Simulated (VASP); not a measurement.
Input of a VASP 6.6.1 run:

INCAR

```
SYSTEM = GaAs
  PREC = Accurate
  ENCUT = 520
  EDIFF = 1E-7
  ISMEAR = -1
  SIGMA = 0.01
  LREAL = .False.
  LASPH = .True.
  NELM = 150
  ALGO = Normal
  ISIF = 2
  LWAVE = .False.
  LCHARG = .True.
  MAGMOM = 0 0 0 0 0 0
  LORBIT = 11
  LSORBIT = .True.
  GGA_COMPAT = .False.
  LORBMOM = .True.
  GGA = PS
  LVHAR = .True.
  NBANDS = 30
```

KPOINTS

```
regular mesh
0
Gamma
  8 8 8
  0 0 0
```

Contents of POSCAR:

```
GaAs
1.0
    2.8432930248      2.8432930248      0.0000000000
   -2.8432930248      2.8432930248      0.0000000000
    0.0000000000      2.8432930248      2.8172537258
Ga As
1 1
Direct
    0.0000000000      0.0000000000      0.0000000000
    0.7500000000      0.2500000000      0.5000000000
```

Potentials or basis: VASP PAW PBE potentials, release 64 (Ga_d, As).

Command:

```console
$ cat potpaw_PBE.64/Ga_d/POTCAR potpaw_PBE.64/As/POTCAR > POTCAR
$ mpirun -np 1 vasp_ncl > vasp.out
```

Question: Predict the pressure.

Answer: -0.3 GPa.

Question: What does it give for the net moment?

Answer: 0.00 μB per cell.

Stress tensor (GPa, compression positive):
```
-0.43  0.00  0.00
 0.00 -0.43  0.00
 0.00  0.00  0.11
```

Caveat: the cell differs from its parent crystal (film at in-plane strain +0.005); the PAW data sets were made with another functional, which shifts forces and pressure a little.
